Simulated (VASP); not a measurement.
# V3F (Fm-3m) in VASP: further runs

V3F is run at these levels: PBE; tasks: relaxation of cell and atoms.

All numbers are computed with VASP 6.6.1; they aren't measurements. Logs are shortened: lines on timing, memory, paths and dates and some standing lists are left out, and cuts for length are marked.

### Step 1. The cell of the first run

Symmetry: Fm-3m, No. 225, cubic system. The conventional cell has a = 5.913 Å, b = 5.913 Å, c = 5.913 Å, α = 90.00°, β = 90.00°, γ = 90.00°. Within 3.4 Å of V (site symmetry m-3m) lie 8 V at 2.56 Å and 6 F at 2.96 Å. Within 3.4 Å of V (site symmetry -43m) lie 10 V at 2.56 to 2.96 Å and 4 F at 2.56 Å. Within 3.4 Å of F (site symmetry m-3m) lie 14 V at 2.56 to 2.96 Å.

The cell was generated, and may not be a known phase.

### Step 2. Relaxation of cell and atoms, PBE

The input, INCAR:

```
ALGO = Normal
EDIFF = 1E-7
EDIFFG = -0.01
ENCUT = 600
GGA = PE
IBRION = 2
ISIF = 3
ISMEAR = 0
LASPH = True
LCHARG = False
LREAL = False
LWAVE = False
NELM = 60
NSW = 100
PREC = Accurate
SIGMA = 0.1
```

The input, KPOINTS:

```
k-points
0
Gamma
  14 14 14
```

The input, POSCAR:

```
V3F
1.0
    0.0000000000      2.9566214238      2.9566214238
    2.9566214238      0.0000000000      2.9566214238
    2.9566214238      2.9566214238      0.0000000000
V F
3 1
Direct
    0.5000000000      0.5000000000      0.5000000000
    0.2500000000      0.2500000000      0.2500000000
    0.7500000000      0.7500000000      0.7500000000
    0.0000000000      0.0000000000      0.0000000000
```

Potentials or basis: VASP PAW PBE potentials, release 64 (V_sv, F).

The run is started by

```
$ cat potpaw_PBE.64/V_sv/POTCAR potpaw_PBE.64/F/POTCAR > POTCAR
$ mpirun -np 1 vasp_std > vasp.out
```

OUTCAR:

```text
EDIFF = 1E-7
   EDIFFG = -0.01
   ENCUT = 600
   GGA = PE
   IBRION = 2
   ISIF = 3
   ISMEAR = 0
   LASPH = True
   LREAL = False
   NELM = 60
   NSW = 100
   PREC = Accurate

 ion  position               nearest neighbor table
   1  0.500  0.500  0.500-   2 2.56   3 2.56   2 2.56   2 2.56   2 2.56   3 2.56   3 2.56   3 2.56

   2  0.250  0.250  0.250-   1 2.56   1 2.56   1 2.56   1 2.56
   3  0.750  0.750  0.750-   1 2.56   1 2.56   1 2.56   1 2.56
   4  0.000  0.000  0.000-

  LATTYP: Found a face centered cubic cell.
 ALAT       =     5.9132428476

  Lattice vectors:

 A1 = (   0.0000000000,   2.9566214238,   2.9566214238)
 A2 = (   2.9566214238,   0.0000000000,   2.9566214238)
 A3 = (   2.9566214238,   2.9566214238,   0.0000000000)

Analysis of symmetry for initial positions (statically):
=====================================================================
 Subroutine PRICEL returns:
 Original cell was already a primitive cell.

 Routine SETGRP: Setting up the symmetry group for a
 face centered cubic supercell.

 Subroutine GETGRP returns: Found 48 space group operations
 (whereof 48 operations were pure point group operations)
 out of a pool of 48 trial point group operations.

The static configuration has the point symmetry O_h .

Analysis of symmetry for dynamics (positions and initial velocities):
=====================================================================
 Subroutine PRICEL returns:
 Original cell was already a primitive cell.

 Routine SETGRP: Setting up the symmetry group for a
 face centered cubic supercell.

 Subroutine GETGRP returns: Found 48 space group operations
 (whereof 48 operations were pure point group operations)
 out of a pool of 48 trial point group operations.

The dynamic configuration has the point symmetry O_h .

 Subroutine INISYM returns: Found 48 space group operations
 (whereof 48 operations are pure point group operations),
 and found     1 'primitive' translations

----------------------------------------------------------------------------------------

                                     Primitive cell

  volume of cell :      51.6913

  direct lattice vectors                    reciprocal lattice vectors
     0.000000000  2.956621424  2.956621424    -0.169111945  0.169111945  0.169111945
     2.956621424  0.000000000  2.956621424     0.169111945 -0.169111945  0.169111945
     2.956621424  2.956621424  0.000000000     0.169111945  0.169111945 -0.169111945

  length of vectors
     4.181294116  4.181294116  4.181294116     0.292910481  0.292910481  0.292910481

  position of ions in fractional coordinates (direct lattice)
     0.500000000  0.500000000  0.500000000
     0.250000000  0.250000000  0.250000000
     0.750000000  0.750000000  0.750000000
     0.000000000  0.000000000  0.000000000

  ion indices of the primitive-cell ions
   primitive index   ion index
                 1           1
                 2           2
                 3           3
                 4           4

----------------------------------------------------------------------------------------

 KPOINTS: k-points

Automatic generation of k-mesh.
 Grid dimensions read from file:
 generate k-points for:   14   14   14

 Generating k-lattice:

  Cartesian coordinates                     Fractional coordinates (reciprocal lattice)
    -0.012079425  0.012079425  0.012079425     0.071428571  0.000000000  0.000000000
     0.012079425 -0.012079425  0.012079425     0.000000000  0.071428571  0.000000000
     0.012079425  0.012079425 -0.012079425     0.000000000  0.000000000  0.071428571

  Length of vectors
     0.020922177  0.020922177  0.020922177
[... 59 lines left out ...]
   NFREE  =      1    steps in history (QN), initial steepest desc. (CG)
   ISIF   =      3    stress and relaxation
   ISYM   =      2    0-nonsym 1-usesym 2-fastsym
   POTIM  = 0.5000    time-step for ionic-motion
   TEBEG  =    0.0;   TEEND  =   0.0 temperature during run
   PSTRESS=    0.0 pullay stress
   NELECT =      46.0000    total number of electrons
   NUPDOWN=      -1.0000    fix difference up-down
   EMIN   =  10.00;   EMAX   =-10.00  energy-range for DOS
   EFERMI =   0.00;   METHOD = LEGACY
   ISMEAR =     0;   SIGMA  =   0.10  broadening in eV -4-tet -1-fermi 0-gaus
   EFERMI_NEDOS =   21; number of points for ismear=-14 and -15
   IALGO  =     38    algorithm
   IMIX   =      4    mixing-type and parameters
     AMIX     =   0.40;   BMIX     =  1.00
     AMIX_MAG =   1.60;   BMIX_MAG =  1.00
  volume/ion in A,a.u.               =      12.92        87.21
  Fermi-wavevector in a.u.,A,eV,Ry     =   1.574666  2.975687 33.736630  2.479572
  Thomas-Fermi vector in A             =   2.675766
   LORBIT       =      0    0 simple, 1 ext, 2 COOP (PROOUT), +10 PAW based schemes
   GGA     = PE    functional components
   LHFCALC =     F    Hartree Fock is set to
   AEXX    =    0.0000 exact exchange contribution
   IVDW    =     0    specifies the selected vdW correction
   LEPSILON=     F    determine dielectric tensor
   LRPA    =     F    only Hartree local field effects (RPA)
 conjugate gradient relaxation of ions
 non-spin polarized calculation
 Gauss-broadening in eV      SIGMA  =   0.10
  energy-cutoff  :      600.00
  volume of cell :       51.69
 maximum number of plane-waves:      1759
 NGX is ok and might be reduce to    36
   NGX = 17   NGY = 17   NGZ = 17

--------------------------------------- Ionic step        1  -------------------------------------------

 number of electron      46.0000010 magnetization

 Free energy of the ion-electron system (eV)
  ---------------------------------------------------
  ext. energy  EPLUGINS =         0.00000000
  ---------------------------------------------------
  free energy    TOTEN  =       -27.48237192 eV

  energy without entropy =      -27.45383193  energy(sigma->0) =      -27.46810193

------------------------ aborting loop because EDIFF is reached ----------------------------------------

  FORCE on cell =-STRESS in cart. coord.  units (eV):
  Direction    XX          YY          ZZ          XY          YZ          ZX
  --------------------------------------------------------------------------------------
  -------------------------------------------------------------------------------------
  Total       -0.0810409     -0.0810409     -0.0810409     -0.0000000     -0.0000000      0.0000000
  in kB       -2.5118731     -2.5118731     -2.5118731     -0.0000000     -0.0000000      0.0000000
  external PRESSURE =      -2.5118731 kB  Pullay stress =       0.0000000 kB

 VOLUME and BASIS-vectors are now :
 -----------------------------------------------------------------------------
  energy-cutoff  :      600.00
  volume of cell :       51.69
      direct lattice vectors                 reciprocal lattice vectors
     0.000000000  2.956621424  2.956621424    -0.169111945  0.169111945  0.169111945
     2.956621424  0.000000000  2.956621424     0.169111945 -0.169111945  0.169111945
     2.956621424  2.956621424  0.000000000     0.169111945  0.169111945 -0.169111945

 POSITION                                       TOTAL-FORCE (eV/Angst)
 -----------------------------------------------------------------------------------
      2.95662      2.95662      2.95662         0.000000     -0.000000     -0.000000
      1.47831      1.47831      1.47831        -0.000000     -0.000000     -0.000000
      4.43493      4.43493      4.43493         0.000000      0.000000      0.000000
      0.00000      0.00000      0.00000         0.000000     -0.000000     -0.000000
 -----------------------------------------------------------------------------------
    total drift:                                0.000000      0.000000      0.000000

  FREE ENERGIE OF THE ION-ELECTRON SYSTEM (eV)
  ---------------------------------------------------
  free  energy   TOTEN  =       -27.4823719215 eV

  energy  without entropy=      -27.4538319314  energy(sigma->0) =      -27.46810193

--------------------------------------- Ionic step        2  -------------------------------------------

 number of electron      46.0000012 magnetization

 Free energy of the ion-electron system (eV)
  ---------------------------------------------------
  ext. energy  EPLUGINS =         0.00000000
  ---------------------------------------------------
  free energy    TOTEN  =       -27.48243530 eV

  energy without entropy =      -27.45409581  energy(sigma->0) =      -27.46826556

 E-fermi :   8.4990     XC(G=0): -12.2562

 val. band max:        8.4953248952   @ k =  -0.2857   0.2143   0.0000
 cond. band min:       8.5008525183   @ k =  -0.1429   0.0714   0.0000
 fundamental gap:      0.0055276230
 Fermi energy:         8.4990104720

 k-point     1 :       0.0000    0.0000    0.0000
  band No.  band energies     occupation
      1     -55.5805      2.00000
      2     -55.4995      2.00000
      3     -54.7819      2.00000
      4     -29.4723      2.00000
      5     -29.4723      2.00000
      6     -29.4723      2.00000
[... 709 lines left out ...]
     26       9.8776      0.00000
     27      10.2330      0.00000

 [... further k-points ...]

------------------------ aborting loop because EDIFF is reached ----------------------------------------

  FORCE on cell =-STRESS in cart. coord.  units (eV):
  Direction    XX          YY          ZZ          XY          YZ          ZX
  --------------------------------------------------------------------------------------
  -------------------------------------------------------------------------------------
  Total        0.0389348      0.0389348      0.0389348     -0.0000000     -0.0000000      0.0000000
  in kB        1.2103345      1.2103345      1.2103345     -0.0000000     -0.0000000      0.0000000
  external PRESSURE =       1.2103345 kB  Pullay stress =       0.0000000 kB

 VOLUME and BASIS-vectors are now :
 -----------------------------------------------------------------------------
  energy-cutoff  :      600.00
  volume of cell :       51.54
      direct lattice vectors                 reciprocal lattice vectors
    -0.000000000  2.953731601  2.953731601    -0.169277398  0.169277398  0.169277398
     2.953731601 -0.000000000  2.953731601     0.169277398 -0.169277398  0.169277398
     2.953731601  2.953731601  0.000000000     0.169277398  0.169277398 -0.169277398

 POSITION                                       TOTAL-FORCE (eV/Angst)
 -----------------------------------------------------------------------------------
      2.95373      2.95373      2.95373        -0.000000     -0.000000      0.000000
      1.47687      1.47687      1.47687         0.000000      0.000000     -0.000000
      4.43060      4.43060      4.43060        -0.000000     -0.000000      0.000000
      2.95373      2.95373      5.90746        -0.000000     -0.000000      0.000000
 -----------------------------------------------------------------------------------
    total drift:                                0.000000      0.000000      0.000000

  FREE ENERGIE OF THE ION-ELECTRON SYSTEM (eV)
  ---------------------------------------------------
  free  energy   TOTEN  =       -27.4824353026 eV

  energy  without entropy=      -27.4540958091  energy(sigma->0) =      -27.46826556

 reached required accuracy - stopping structural energy minimisation
```

Wall time 4.6 min (1 thread of AMD EPYC 9R14 (Zen 4), shared host); peak memory 0.28 GiB.

What came out:

- Free energy: -27.4824 eV
- Relaxed volume: 12.88 Å³/atom
- Relaxed cell: a = 4.177 Å, b = 4.177 Å, c = 4.177 Å, α = 60.00°, β = 60.00°, γ = 60.00°
- Space group after relaxing (to 0.1 Å): Fm-3m (No. 225)
- Energy gained by relaxing: 0.0 meV/atom
- Ionic steps: 2
- Pressure after relaxing: 0.1 GPa
- Band gap on the k mesh: zero (bands 23 and 24 overlap by 0.17 eV)

Final structure:
```xyz
4
Lattice="0.0000 2.9537 2.9537 2.9537 0.0000 2.9537 2.9537 2.9537 0.0000" Properties=species:S:1:pos:R:3 pbc="T T T"
V     2.9537    2.9537    2.9537
V     1.4769    1.4769    1.4769
V     4.4306    4.4306    4.4306
F     2.9537    2.9537    5.9075
```

Caveat: the run has no spin polarisation, though such a crystal can be magnetic.

### Step 3. Relaxation of cell and atoms, PBE, collinear spin, ferromagnetic start

This run uses another cell than the first one, of 16.54 Å³/atom.

The input, INCAR:

```
SYSTEM = V3F
PREC = Accurate
ENCUT = 600
EDIFF = 1E-7
ISMEAR = 0
SIGMA = 0.1
LREAL = .FALSE.
LASPH = .TRUE.
NELM = 150
ALGO = Normal
ISIF = 3
LWAVE = .FALSE.
LCHARG = .FALSE.
ISPIN = 2
MAGMOM = 2 2 2 0
LORBIT = 11
LMAXMIX = 4
GGA = PE
IBRION = 2
NSW = 90
EDIFFG = -0.04
```

The input, KPOINTS:

```
regular mesh
0
G
  6 6 6
  0 0 0
```

The input, POSCAR:

```
V3F
1.0
    0.0000000000      3.2099406200      3.2099406200
    3.2099406200      0.0000000000      3.2099406200
    3.2099406200      3.2099406200      0.0000000000
V F
3 1
Direct
    0.5000000000      0.5000000000      0.5000000000
    0.2500000000      0.2500000000      0.2500000000
    0.7500000000      0.7500000000      0.7500000000
    0.0000000000      0.0000000000      0.0000000000
```

Potentials or basis: VASP PAW PBE potentials, release 64 (V_sv, F).

The run is started by

```
$ cat potpaw_PBE.64/V_sv/POTCAR potpaw_PBE.64/F/POTCAR > POTCAR
$ mpirun -np 1 vasp_std > vasp.out
```

OUTCAR:

```text
SYSTEM = V3F
   PREC = Accurate
   ENCUT = 600
   EDIFF = 1E-7
   ISMEAR = 0
   LREAL = .FALSE.
   LASPH = .TRUE.
   NELM = 150
   ISIF = 3
   ISPIN = 2
   LORBIT = 11
   GGA = PE
   IBRION = 2
   NSW = 90
   EDIFFG = -0.04

 ion  position               nearest neighbor table
   1  0.500  0.500  0.500-   2 2.78   2 2.78   2 2.78   2 2.78   3 2.78   3 2.78   3 2.78   3 2.78

   2  0.250  0.250  0.250-   1 2.78   1 2.78   1 2.78   1 2.78
   3  0.750  0.750  0.750-   1 2.78   1 2.78   1 2.78   1 2.78
   4  0.000  0.000  0.000-

  LATTYP: Found a face centered cubic cell.
 ALAT       =     6.4198812400

  Lattice vectors:

 A1 = (   0.0000000000,   3.2099406200,   3.2099406200)
 A2 = (   3.2099406200,   0.0000000000,   3.2099406200)
 A3 = (   3.2099406200,   3.2099406200,   0.0000000000)

Analysis of symmetry for initial positions (statically):
=====================================================================
[... 278 lines left out ...]
  band No.  band energies     occupation
      1     -55.8263      1.00000
      2     -55.7534      1.00000
      3     -54.8023      1.00000
      4     -29.7225      1.00000
      5     -29.7225      1.00000
      6     -29.7225      1.00000
[... 517 lines left out ...]
     29      10.7247      0.00000
     30      11.0640      0.00000
 Fermi energy:         8.4525561392

 spin component 2

 k-point     1 :       0.0000    0.0000    0.0000
  band No.  band energies     occupation
      1     -55.4191      1.00000
      2     -55.3248      1.00000
      3     -54.8985      1.00000
      4     -29.2996      1.00000
      5     -29.2996      1.00000
      6     -29.2996      1.00000
[... 548 lines left out ...]
  FREE ENERGIE OF THE ION-ELECTRON SYSTEM (eV)
  ---------------------------------------------------
  free  energy   TOTEN  =       -27.5018250103 eV

  energy  without entropy=      -27.4752586650  energy(sigma->0) =      -27.48854184

 reached required accuracy - stopping structural energy minimisation

 total charge

# of ion       s       p       d       tot
------------------------------------------
    1        2.406   6.118   3.294  11.817
    2        2.303   6.124   3.083  11.511
    3        2.303   6.124   3.083  11.511
    4        1.775   4.227   0.000   6.002
--------------------------------------------------
tot          8.787  22.592   9.461  40.840

 magnetization (x)

# of ion       s       p       d       tot
------------------------------------------
    1       -0.008   0.036  -0.131  -0.103
    2        0.007   0.006   0.429   0.443
    3        0.007   0.006   0.429   0.443
    4        0.001   0.044   0.000   0.045
--------------------------------------------------
tot          0.007   0.093   0.728   0.828
```

CONTCAR:

```text
V3F
   1.00000000000000
    -0.0000000000000000    2.9588722956635891    2.9588722956635891
     2.9588722956635891    0.0000000000000000    2.9588722956635891
     2.9588722956635891    2.9588722956635891    0.0000000000000000
  V               F
     3     1
Direct
     0.5000000000000000    0.5000000000000000    0.5000000000000000
     0.2500000000000000    0.2500000000000000    0.2500000000000000
     0.7500000000000000    0.7500000000000000    0.7500000000000000
     0.0000000000000000    0.0000000000000000    0.0000000000000000

  0.00000000E+00  0.00000000E+00  0.00000000E+00
  0.00000000E+00  0.00000000E+00  0.00000000E+00
  0.00000000E+00  0.00000000E+00  0.00000000E+00
  0.00000000E+00  0.00000000E+00  0.00000000E+00
```

Wall time 3.8 min (1 thread of AMD EPYC 9R14 (Zen 4), shared host); peak memory 0.25 GiB.

Results:

```yaml
Free_energy: -27.5018 eV
Relaxed_volume: 12.95 Å³/atom
Relaxed_cell: a = 4.184 Å, b = 4.184 Å, c = 4.184 Å, α = 60.00°, β = 60.00°, γ = 60.00°
Space_group_after_relaxing_to_0.1_Å: Fm-3m (No. 225)
Energy_gained_by_relaxing: 221.4 meV/atom
Ionic_steps: 3
Pressure_after_relaxing: -0.1 GPa
Net_moment: 0.95 μB per cell
Site_moments: V -0.10, +0.44 (each value once); F +0.04 μB
Valence_electrons_inside_the_program's_atomic_spheres: V 11.82, 11.51 (each value once); F 6.00
```

The path:
```csv
step,energy change (eV),largest force (eV/Å),pressure (GPa),volume (Å³)
1,0.0000,0.0000,-14.26,66.15
2,-0.8739,0.0000,-2.89,53.03
3,-0.8857,0.0000,-0.15,51.81
```

Final structure:
```
V F
1.0
     0.00000    2.95887    2.95887
     2.95887    0.00000    2.95887
     2.95887    2.95887    0.00000
V F
3 1
Direct
  0.50000 0.50000 0.50000
  0.25000 0.25000 0.25000
  0.75000 0.75000 0.75000
  0.00000 0.00000 0.00000
```

Caveat: the volume moved by over 15 % at a fixed basis, so the end points are rough; a moment this small can come from the mesh or the smearing. With open d or f shells a metallic result of PBE can be an artefact of self-interaction; +U or a hybrid may open a gap.

The gap in the log of VASP goes by the Fermi energy; the results here count the filled bands.